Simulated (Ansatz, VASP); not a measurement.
**Two plane-wave programs on BiTe**

```xyz
2
Lattice="0.0000 3.1913 3.1913 3.1913 0.0000 3.1913 3.1913 3.1913 0.0000" Properties=species:S:1:pos:R:3 pbc="T T T"
Bi    0.0000    0.0000    0.0000
Te    3.1913    3.1913    3.1913
```

Alike in both runs: task single point; functional r2SCAN; k mesh 7 × 7 × 7; occupations fermi-dirac, width 0.05 eV; no spin polarisation.

|  | VASP | Ansatz |
| --- | --- | --- |
| version | VASP 6.6.1 | Ansatz 0.2.0 |
| potentials or method | VASP PAW PBE potentials, release 64 (Bi_d, Te) | Ansatz PAW |
| plane-wave cutoff (eV) | 520 | 500 |
| valence electrons in the cell | 21 | 31 |

```csv
,VASP,Ansatz,Ansatz less VASP
gap on the k mesh at the Fermi level (eV),none,none,-
pressure (GPa),2.4,2.4,+0.02
```

VASP's potentials were made for PBE, not for r2SCAN. A gap of «none» marks a metal or a gap that the smearing closes. VASP's potentials hold 21 valence electrons a cell and Ansatz's 31, so a difference there can come from the potentials and not from the codes.

Spin-orbit coupling is off throughout.
